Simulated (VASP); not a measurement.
Crystal: AlC3.

```xyz
4
Lattice="3.3289 0.0000 0.0000 0.0000 3.3289 0.0000 0.0000 0.0000 3.3289" Properties=species:S:1:pos:R:3 pbc="T T T"
Al    0.0000    0.0000    0.0000
C     0.0000    1.6644    1.6644
C     1.6644    0.0000    1.6644
C     1.6644    1.6644    0.0000
```

| Property | Result |
| --- | --- |
| Program | VASP 6.6.1 |
| Task | relaxation of cell and atoms |
| Functional | PBE |
| Potentials or basis | VASP PAW PBE potentials, release 64 (Al, C) |
| Cutoff | 600 eV |
| k mesh | 6 × 6 × 6 |
| Occupations | gaussian, width 0.1 eV |
| Spin | no spin polarisation |

At the start: pressure -15.0 GPa; volume 9.22 Å³/atom.

Where does the relaxation end?

Over 3 steps the energy falls by 45.9 meV/atom and the volume is 8.31 Å³/atom (-9.8 %); space group Pm-3m (No. 221, to 0.05 Å).

Step by step:
```csv
step,energy change (eV),largest force (eV/Å),pressure (GPa),volume (Å³)
1,0.0000,0.0000,-14.96,36.89
2,-0.1731,0.0000,4.43,32.48
3,-0.1838,0.0000,0.06,33.26
```

Final structure:
```
Al C
1.0
     3.21586    0.00000    0.00000
     0.00000    3.21586    0.00000
     0.00000    0.00000    3.21586
Al C
1 3
Direct
  0.00000 0.00000 0.00000
  0.00000 0.50000 0.50000
  0.50000 0.00000 0.50000
  0.50000 0.50000 0.00000
```
